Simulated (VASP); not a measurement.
A run of VASP 6.6.1 is set up as follows.

File INCAR:

```
SYSTEM = Co
PREC = Accurate
ENCUT = 520
EDIFF = 1E-6
ISMEAR = 0
SIGMA = 0.15
LREAL = .FALSE.
LASPH = .TRUE.
NELM = 150
ALGO = Normal
ISIF = 2
LWAVE = .FALSE.
LCHARG = .FALSE.
ISPIN = 2
MAGMOM = 1.79 1.79
LORBIT = 11
LMAXMIX = 4
GGA = PS
NBANDS = 20
```

Contents of KPOINTS:

```
regular mesh
0
G
  21 21 12
  0 0 0
```

The input POSCAR:

```
Co
1.0
    2.4555255296      0.0000000000      0.0000000000
   -1.2277627648      2.1265474882      0.0000000000
    0.0000000000      0.0000000000      3.8351000000
Co
2
Direct
    0.3333333333      0.6666666667      0.2500000000
    0.6666666667      0.3333333333      0.7500000000
```

Potentials or basis: VASP PAW PBE potentials, release 64 (Co).

Launch:

```console
$ cat potpaw_PBE.64/Co/POTCAR > POTCAR
$ mpirun -np 1 vasp_std > vasp.out
```

Question: Estimate the net moment.

Answer: 3.05 μB per cell.

Question: What does it give for the pressure?

Answer: 8.4 GPa.

Question: What does it give for the site moments?

Answer: Co +1.53 μB.

Stress tensor (GPa, compression positive):
```
 4.28  0.00  0.00
 0.00  4.28  0.00
 0.00  0.00 16.61
```

Caveat: the stress differs along the axes, from 4 to 17 GPa; the PAW data sets were made with another functional, which shifts forces and pressure a little.
